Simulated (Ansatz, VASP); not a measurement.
## ScAlN2: VASP beside Ansatz

```xyz
4
Lattice="2.7454 -3.0257 0.0000 2.7454 3.0257 0.0000 0.0000 0.0000 4.2776" Properties=species:S:1:pos:R:3 pbc="T T T"
Sc    2.7454    0.0000    2.1388
Al    0.0000    0.0000    2.1388
N     2.1292    0.0000    0.0000
N     3.3616    0.0000    0.0000
```

Alike in both runs: functional PBE; k mesh 4 × 4 × 4; occupations gaussian, width 0.1 eV; no spin polarisation.

Ansatz relaxed the structure, and its values are those at the end. VASP's run is a single point on that final structure, the one shown.

|  | VASP | Ansatz |
| --- | --- | --- |
| version | VASP 6.6.1 | Ansatz 0.2.0 |
| potentials or method | VASP PAW PBE potentials, release 64 (Sc_sv, Al, N_h), cutoff 1330 eV | scalar-relativistic, plane waves, PAW |
| valence electrons in the cell | 24 | 24 |

|  | VASP | Ansatz | Ansatz less VASP |
| --- | --- | --- | --- |
| gap on the k mesh at the Fermi level (eV) | none | none | - |
| pressure (GPa) | 0.2 | 0.0 | -0.18 |
| rms of the force components (eV/Å) | 0.004 | 0.003 | -0.0008 |

A gap of «none» marks a metal or a gap that the smearing closes.

The k mesh is coarse, so the values compare programs but aren't converged.
